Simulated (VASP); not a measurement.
# H3 in VASP: single point with PBE

Aim: the single point of H3 with PBE.

Program: VASP 6.6.1. These are calculated values, not measurements. Logs are shortened: lines on timing, memory, paths and dates and some standing lists are left out, and cuts for length are marked.

**1. The cell of the first run**

The cell holds a cluster in a box, 3 atoms: a = 8.000 Å, b = 8.000 Å, c = 8.000 Å, α = 90.00°, β = 90.00°, γ = 90.00°.

**2. Single point, PBE, collinear spin**

Contents of INCAR:

```
SYSTEM = H
PREC = Accurate
ENCUT = 400
EDIFF = 1E-6
ISMEAR = 0
SIGMA = 0.01
LREAL = .FALSE.
LASPH = .TRUE.
NELM = 200
ALGO = Normal
ISIF = 2
LWAVE = .FALSE.
LCHARG = .FALSE.
ISPIN = 2
MAGMOM = 0.333 0.333 0.333
LORBIT = 11
NUPDOWN = 1.0
GGA = PE
ISYM = 0
NBANDS = 12
GGA_COMPAT = .FALSE.
```

Contents of KPOINTS:

```
regular mesh
0
G
  1 1 1
  0 0 0
```

Contents of POSCAR:

```
H
1.0
    8.0000000000      0.0000000000      0.0000000000
    0.0000000000      8.0000000000      0.0000000000
    0.0000000000      0.0000000000      8.0000000000
H
3
Direct
    0.3837500000      0.5000000000      0.5000000000
    0.5000000000      0.5000000000      0.5000000000
    0.6162500000      0.5000000000      0.5000000000
```

Potentials or basis: VASP PAW PBE potentials, release 64 (H).

Started as:

```console
cat potpaw_PBE.64/H/POTCAR > POTCAR
mpirun -np 1 vasp_gam > vasp.out
```

OUTCAR:

```text
SYSTEM = H
   PREC = Accurate
   ENCUT = 400
   EDIFF = 1E-6
   ISMEAR = 0
   LREAL = .FALSE.
   LASPH = .TRUE.
   NELM = 200
   ISIF = 2
   ISPIN = 2
   LORBIT = 11
   NUPDOWN = 1.0
   GGA = PE
   ISYM = 0

 ion  position               nearest neighbor table
   1  0.384  0.500  0.500-
   2  0.500  0.500  0.500-
   3  0.616  0.500  0.500-

IMPORTANT INFORMATION: All symmetrisations will be switched off!
NOSYMM: (Re-)initialisation of all symmetry stuff for point group C_1.

----------------------------------------------------------------------------------------

                                     Primitive cell

  volume of cell :     512.0000

  direct lattice vectors                    reciprocal lattice vectors
     8.000000000  0.000000000  0.000000000     0.125000000  0.000000000  0.000000000
     0.000000000  8.000000000  0.000000000     0.000000000  0.125000000  0.000000000
     0.000000000  0.000000000  8.000000000     0.000000000  0.000000000  0.125000000

  length of vectors
     8.000000000  8.000000000  8.000000000     0.125000000  0.125000000  0.125000000

  position of ions in fractional coordinates (direct lattice)
     0.383750000  0.500000000  0.500000000
     0.500000000  0.500000000  0.500000000
     0.616250000  0.500000000  0.500000000

  ion indices of the primitive-cell ions
   primitive index   ion index
                 1           1
                 2           2
                 3           3

----------------------------------------------------------------------------------------

 KPOINTS: regular mesh

Automatic generation of k-mesh.
 Grid dimensions read from file:
 generate k-points for:    1    1    1

 Generating k-lattice:

  Cartesian coordinates                     Fractional coordinates (reciprocal lattice)
     0.125000000  0.000000000  0.000000000     1.000000000  0.000000000  0.000000000
     0.000000000  0.125000000  0.000000000     0.000000000  1.000000000  0.000000000
     0.000000000  0.000000000  0.125000000     0.000000000  0.000000000  1.000000000

  Length of vectors
     0.125000000  0.125000000  0.125000000

  Shift w.r.t. Gamma in fractional coordinates (k-lattice)
     0.000000000  0.000000000  0.000000000

 Subroutine IBZKPT returns following result:
 ===========================================

 Found      1 irreducible k-points:

 Following reciprocal coordinates:
            Coordinates               Weight
  0.000000  0.000000  0.000000      1.000000
   k-points           NKPTS =      1   k-points in BZ     NKDIM =      1   number of bands    NBANDS=     12
   number of dos      NEDOS =    301   number of ions     NIONS =      3
   total plane-waves  NPLWV = 157464
   dimension x,y,z NGX =    54 NGY =   54 NGZ =   54
   dimension x,y,z NGXF=   108 NGYF=  108 NGZF=  108
   ions per type =               3
   NGX,Y,Z   is equivalent  to a cutoff of  11.22, 11.22, 11.22 a.u.
   NGXF,Y,Z  is equivalent  to a cutoff of  22.44, 22.44, 22.44 a.u.
 SYSTEM =  H
   PREC   = accura    normal or accurate (medium, high low for compatibility)
   ISTART =      0    job   : 0-new  1-cont  2-samecut
   ICHARG =      2    charge: 1-file 2-atom 10-const
   ISPIN  =      2    spin polarized calculation?
   LNONCOLLINEAR =      F non collinear calculations
   LSORBIT =      F    spin-orbit coupling
   LASPH  =      T    aspherical Exc in radial PAW
   ENCUT  =  400.0 eV  29.40 Ry    5.42 a.u.  13.05 13.05 13.05*2*pi/ulx,y,z
   NELM   =    200;   NELMIN=  2; NELMDL= -5     # of ELM steps
   EDIFF  = 0.1E-05   stopping-criterion for ELM
   LREAL  =      F    real-space projection
   EDIFFG = 0.1E-04   stopping-criterion for IOM
   NSW    =      0    number of steps for IOM
   IBRION =     -1    ionic relax: 0-MD 1-quasi-New 2-CG
   NFREE  =      0    steps in history (QN), initial steepest desc. (CG)
   ISIF   =      2    stress and relaxation
   ISYM   =      0    0-nonsym 1-usesym 2-fastsym
   POTIM  = 0.5000    time-step for ionic-motion
   TEBEG  =    0.0;   TEEND  =   0.0 temperature during run
   PSTRESS=    0.0 pullay stress
   NELECT =       3.0000    total number of electrons
   NUPDOWN=       1.0000    fix difference up-down
   EMIN   =  10.00;   EMAX   =-10.00  energy-range for DOS
   EFERMI =   0.00;   METHOD = LEGACY
   ISMEAR =     0;   SIGMA  =   0.01  broadening in eV -4-tet -1-fermi 0-gaus
   EFERMI_NEDOS =   21; number of points for ismear=-14 and -15
   IALGO  =     38    algorithm
   IMIX   =      4    mixing-type and parameters
     AMIX     =   0.40;   BMIX     =  1.00
     AMIX_MAG =   1.60;   BMIX_MAG =  1.00
  volume/ion in A,a.u.               =     170.67      1151.72
  Fermi-wavevector in a.u.,A,eV,Ry     =   0.295138  0.557730  1.185156  0.087106
  Thomas-Fermi vector in A             =   1.158421
   LORBIT       =     11    0 simple, 1 ext, 2 COOP (PROOUT), +10 PAW based schemes
   GGA     = PE    functional components
   LHFCALC =     F    Hartree Fock is set to
   AEXX    =    0.0000 exact exchange contribution
   IVDW    =     0    specifies the selected vdW correction
   LEPSILON=     F    determine dielectric tensor
   LRPA    =     F    only Hartree local field effects (RPA)
 spin polarized calculation
 Gauss-broadening in eV      SIGMA  =   0.01
  energy-cutoff  :      400.00
  volume of cell :      512.00
 maximum number of plane-waves:      4658
 NGX is ok and might be reduce to    54
   NGX = 27   NGY = 27   NGZ = 27

 number of electron       3.0000000 magnetization       1.0000000

 Free energy of the ion-electron system (eV)
  ---------------------------------------------------
  ext. energy  EPLUGINS =         0.00000000
  ---------------------------------------------------
  free energy    TOTEN  =        -7.71532617 eV

  energy without entropy =       -7.71532617  energy(sigma->0) =       -7.71532617

 E-fermi : -11.1293     XC(G=0):  -0.9313

 val. band max:       -5.8499734984   @ k =   0.0000   0.0000   0.0000
 cond. band min:      -3.3487619523   @ k =   0.0000   0.0000   0.0000
 fundamental gap:      2.5012115461
 Fermi energy:        -5.7607098085

 spin component 1

 k-point     1 :       0.0000    0.0000    0.0000
  band No.  band energies     occupation
      1     -12.2993      1.00000
      2      -5.8500      1.00000
      3      -0.6812      0.00000
      4       0.7926      0.00000
      5       0.7926      0.00000
      6       1.2762      0.00000
      7       1.7698      0.00000
      8       1.8658      0.00000
      9       2.1876      0.00000
     10       3.2378      0.00000
     11       3.2378      0.00000
     12       3.2769      0.00000
 Fermi energy:       -11.1293472040

 spin component 2

 k-point     1 :       0.0000    0.0000    0.0000
  band No.  band energies     occupation
      1     -11.1846      1.00000
      2      -3.3488      0.00000
      3      -0.2290      0.00000
      4       1.2676      0.00000
      5       1.2676      0.00000
      6       1.8422      0.00000
      7       2.0653      0.00000
      8       2.4223      0.00000
      9       2.4294      0.00000
     10       3.5277      0.00000
     11       3.5277      0.00000
     12       3.9693      0.00000

------------------------ aborting loop because EDIFF is reached ----------------------------------------

  FORCE on cell =-STRESS in cart. coord.  units (eV):
  Direction    XX          YY          ZZ          XY          YZ          ZX
  --------------------------------------------------------------------------------------
  -------------------------------------------------------------------------------------
  Total        0.1457958     -0.1689640     -0.1689640      0.0000000     -0.0000000     -0.0000000
  in kB        0.4562319     -0.5287310     -0.5287310      0.0000000     -0.0000000     -0.0000000
  external PRESSURE =      -0.2004100 kB  Pullay stress =       0.0000000 kB

 VOLUME and BASIS-vectors are now :
 -----------------------------------------------------------------------------
  energy-cutoff  :      400.00
  volume of cell :      512.00
      direct lattice vectors                 reciprocal lattice vectors
     8.000000000  0.000000000  0.000000000     0.125000000  0.000000000  0.000000000
     0.000000000  8.000000000  0.000000000     0.000000000  0.125000000  0.000000000
     0.000000000  0.000000000  8.000000000     0.000000000  0.000000000  0.125000000

 POSITION                                       TOTAL-FORCE (eV/Angst)
 -----------------------------------------------------------------------------------
      3.07000      4.00000      4.00000        -0.130219      0.000000     -0.000000
      4.00000      4.00000      4.00000         0.000000      0.000000     -0.000000
      4.93000      4.00000      4.00000         0.130219     -0.000000      0.000000
 -----------------------------------------------------------------------------------
    total drift:                                0.000000     -0.000000     -0.000000

  FREE ENERGIE OF THE ION-ELECTRON SYSTEM (eV)
  ---------------------------------------------------
  free  energy   TOTEN  =        -7.7153261701 eV

  energy  without entropy=       -7.7153261701  energy(sigma->0) =       -7.71532617

 total charge

# of ion       s       p       d       tot
------------------------------------------
    1        0.489   0.013   0.000   0.502
    2        0.569   0.031   0.000   0.600
    3        0.489   0.013   0.000   0.502
--------------------------------------------------
tot          1.547   0.056   0.000   1.604

 magnetization (x)

# of ion       s       p       d       tot
------------------------------------------
    1        0.234  -0.002   0.000   0.232
    2       -0.041   0.031   0.000  -0.010
    3        0.234  -0.002   0.000   0.232
--------------------------------------------------
tot          0.428   0.027   0.000   0.455
```

It took 81 s on 1 thread of Intel Xeon 8259CL, shared host; peak memory 0.45 GiB.

What came out:

* Free energy: -7.7153 eV
* Largest force: 0.130 eV/Å
* Net moment: 1.00 μB per cell
* Site moments: H +0.23, -0.01 (each value once) μB
* Valence electrons inside the program's atomic spheres: H 0.50, 0.60 (each value once)

Forces on the atoms (eV/Å):
```
H   -0.130  0.000  0.000
H    0.000  0.000  0.000
H    0.130  0.000  0.000
```

Caveat: the total moment is fixed, so each spin has its own Fermi level and the state may be an excited one.
